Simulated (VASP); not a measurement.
KCl:

```
K Cl
1.0
     3.77081    0.00000    0.00000
     0.00000    3.77081    0.00000
     0.00000    0.00000    3.77081
K Cl
1 1
Direct
  0.00000 0.00000 0.00000
  0.50000 0.50000 0.50000
```

Base run:

* Program: VASP 6.6.1
* Functional: PBE
* Potentials or basis: VASP PAW PBE potentials, release 64 (K_sv, Cl)
* Cutoff: 520 eV
* k mesh: 4 × 4 × 4
* Occupations: gaussian, width 0.01 eV
* Spin: no spin polarisation

Its results: band gap on the k mesh 5.03 eV, indirect (least direct gap 5.24 eV); pressure 1.1 GPa.

Q: The run is repeated on the same cell with these changes: functional from PBE to r2SCAN. What comes out?

A: Band gap on the k mesh 5.81 eV, indirect (least direct gap 6.02 eV); pressure 0.0 GPa.

r2SCAN gives the wider gap, since meta-GGAs in the generalised Kohn-Sham scheme recover part of the derivative discontinuity.

Caveats: the PAW data sets were made with another functional, which shifts forces and pressure a little (some runs).

A k mesh can miss the band edges.
